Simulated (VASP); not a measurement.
# WSe2 (R3m) in VASP: notebook, part 2 of 2

VASP 6.6.1. Earlier steps stand in the parts before.

**3. Relaxation of cell and atoms, PBE**

This run uses another cell than the first one, of 25.62 Å³/atom.

The input, INCAR:

```
SYSTEM = WSe2
ALGO     = Normal         ! electronic algorithm
EDIFF    = 1E-7           ! SCF threshold, eV
EDIFFG   = -0.01          ! ionic threshold
ENCUT    = 600            ! plane-wave cutoff, eV
GGA      = PE             ! functional
IBRION   = 2              ! ionic algorithm
ISIF     = 3              ! what is computed and relaxed
ISMEAR   = 0              ! smearing method
LASPH    = .TRUE.         ! aspherical terms in the spheres
LCHARG   = .FALSE.        ! write CHGCAR
LREAL    = .FALSE.        ! projectors in reciprocal space
LWAVE    = .FALSE.        ! write WAVECAR
NELM     = 80             ! most SCF steps
NSW      = 80             ! ionic steps
PREC     = Accurate       ! precision mode
SIGMA    = 0.02           ! smearing width, eV
```

The input, KPOINTS:

```
k-points
0
G
  9 9 9
  0 0 0
```

The input, POSCAR:

```
WSe2
1.0
    1.6788913373      0.9693083655      7.8731347503
   -1.6788913373      0.9693083655      7.8731347503
    0.0000000000     -1.9386167310      7.8731347503
W Se
1 2
Direct
    0.0006774479      0.0006774479      0.0006774479
    0.4040743059      0.4040743059      0.4040743059
    0.2639482462      0.2639482462      0.2639482462
```

Potentials or basis: VASP PAW PBE potentials, release 64 (W_sv, Se).

On the command line:

```
$ cat potpaw_PBE.64/W_sv/POTCAR potpaw_PBE.64/Se/POTCAR > POTCAR
$ mpirun -np 1 vasp_std > vasp.out
```

OUTCAR:

```text
SYSTEM = WSe2
   EDIFF = 1E-7
   EDIFFG = -0.01
   ENCUT = 600
   GGA = PE
   IBRION = 2
   ISIF = 3
   ISMEAR = 0
   LASPH = .TRUE.
   LREAL = .FALSE.
   NELM = 80
   NSW = 80
   PREC = Accurate

 ion  position               nearest neighbor table
   1  0.001  0.001  0.001-   3 2.55   3 2.55   3 2.55   2 2.55   2 2.55   2 2.55
   2  0.404  0.404  0.404-   1 2.55   1 2.55   1 2.55
   3  0.264  0.264  0.264-   1 2.55   1 2.55   1 2.55

  LATTYP: Found a trigonal (rhomboedric) cell.
 ALAT       =     8.1082973321
 COS(alpha) =     0.9142536109

  Lattice vectors:

 A1 = (   1.6788913373,   0.9693083655,   7.8731347503)
 A2 = (  -1.6788913373,   0.9693083655,   7.8731347503)
 A3 = (   0.0000000000,  -1.9386167310,   7.8731347503)

Analysis of symmetry for initial positions (statically):
[... 332 lines left out ...]

  energy without entropy =      -21.62813487  energy(sigma->0) =      -21.62813487

 E-fermi :   3.9063     XC(G=0):  -9.2223

 val. band max:        3.7570052243   @ k =  -0.2222   0.4444   0.1111
 cond. band min:       5.3009507291   @ k =  -0.3333   0.3333   0.0000
 fundamental gap:      1.5439455048
 Fermi energy:         3.9063171262

 k-point     1 :       0.0000    0.0000    0.0000
  band No.  band energies     occupation
      1     -70.3304      2.00000
      2     -34.5476      2.00000
      3     -34.4465      2.00000
      4     -34.4465      2.00000
      5     -10.9261      2.00000
      6      -9.6806      2.00000
[... 457 lines left out ...]
      4     -34.4941      2.00000
      5      -9.0926      2.00000
      6      -8.8106      2.00000
[... 9 lines left out ...]
     16       7.2904      0.00000
     17       8.0880      0.00000

 [... further k-points ...]

------------------------ aborting loop because EDIFF is reached ----------------------------------------

  FORCE on cell =-STRESS in cart. coord.  units (eV):
  Direction    XX          YY          ZZ          XY          YZ          ZX
  --------------------------------------------------------------------------------------
  -------------------------------------------------------------------------------------
  Total        0.0026847      0.0026847     -0.0035235      0.0000000      0.0000000     -0.0000000
  in kB        0.0566055      0.0566055     -0.0742915      0.0000000      0.0000000     -0.0000000
  external PRESSURE =       0.0129732 kB  Pullay stress =       0.0000000 kB
[... 18 lines left out ...]
  FREE ENERGIE OF THE ION-ELECTRON SYSTEM (eV)
  ---------------------------------------------------
  free  energy   TOTEN  =       -21.6281348733 eV

  energy  without entropy=      -21.6281348733  energy(sigma->0) =      -21.62813487

 reached required accuracy - stopping structural energy minimisation
```

OSZICAR:

```text
N       E                     dE             d eps       ncg     rms          rms(c)
DAV:   1     0.206318422825E+03    0.20632E+03   -0.13804E+04  2914   0.160E+03
DAV:   2    -0.120658278824E+02   -0.21838E+03   -0.21470E+03  3691   0.368E+02
DAV:   3    -0.224996350936E+02   -0.10434E+02   -0.10385E+02  3821   0.745E+01
[... 50 lines left out ...]
DAV:   5    -0.216281407894E+02    0.15123E-04   -0.93091E-05  3671   0.782E-02    0.426E-02
DAV:   6    -0.216281345819E+02    0.62074E-05   -0.30192E-05  3428   0.348E-02    0.474E-03
DAV:   7    -0.216281347641E+02   -0.18219E-06   -0.18716E-06  3185   0.117E-02    0.292E-03
DAV:   8    -0.216281349118E+02   -0.14768E-06   -0.23925E-07  2481   0.431E-03    0.405E-04
DAV:   9    -0.216281348733E+02    0.38494E-07   -0.32929E-08  1475   0.143E-03
   5 F= -.21628135E+02 E0= -.21628135E+02  d E =-.278369E-03
```

CONTCAR:

```text
WSe2
   1.00000000000000
     1.6612199323186541    0.9591057750780159    7.9487450226700718
    -1.6612199323186541    0.9591057750780159    7.9487450226700718
     0.0000000000000000   -1.9182115501560317    7.9487450226700718
  W               Se
     1     2
Direct
     0.0006773925376671    0.0006773925376671    0.0006773925376671
     0.4044604334800852    0.4044604334800852    0.4044604334800852
     0.2635621739822488    0.2635621739822488    0.2635621739822488

  0.00000000E+00  0.00000000E+00  0.00000000E+00
  0.00000000E+00  0.00000000E+00  0.00000000E+00
  0.00000000E+00  0.00000000E+00  0.00000000E+00
```

It took 28 min on 1 thread of Intel Xeon 6975P-C (Granite Rapids), shared host; peak memory 0.83 GiB.

What came out:

```
Free energy                           : -21.6281 eV
Relaxed volume                        : 25.33 Å³/atom
Relaxed cell                          : a = 8.177 Å, b = 8.177 Å, c = 8.177 Å, α = 23.44°, β = 23.44°, γ = 23.44°
Space group after relaxing (to 0.1 Å) : R3m (No. 160)
Energy gained by relaxing             : 4.0 meV/atom
Ionic steps                           : 5
Pressure after relaxing               : 0.0 GPa
Largest force after relaxing          : 0.004 eV/Å
Band gap on the k mesh                : 1.54 eV
```

Forces on the atoms (eV/Å):
```
W    0.000  0.000  0.000
Se   0.000  0.000  0.004
Se   0.000  0.000 -0.004
```

The path:
| step | energy change (eV) | largest force (eV/Å) | pressure (GPa) | volume (Å³) |
| --- | --- | --- | --- | --- |
| 1 | 0.0000 | 0.2135 | -0.39 | 76.87 |
| 2 | -0.0116 | 0.0666 | -0.35 | 76.17 |
| 3 | -0.0116 | 0.0507 | -0.35 | 76.21 |
| 4 | -0.0109 | 0.1106 | 0.69 | 75.56 |
| 5 | -0.0119 | 0.0043 | 0.00 | 75.99 |

Final structure:
```yaml
crystal:
  lattice:
    - [1.66122, 0.95911, 7.94875]
    - [-1.66122, 0.95911, 7.94875]
    - [0.00000, -1.91821, 7.94875]
  atoms:
    - { symbol: W, position: [0.00068, 0.00068, 0.00068] }
    - { symbol: Se, position: [0.40446, 0.40446, 0.40446] }
    - { symbol: Se, position: [0.26356, 0.26356, 0.26356] }
```

Caveat: spin-orbit coupling is left out, which moves the levels of the heavy elements. A k mesh can miss the band edges.
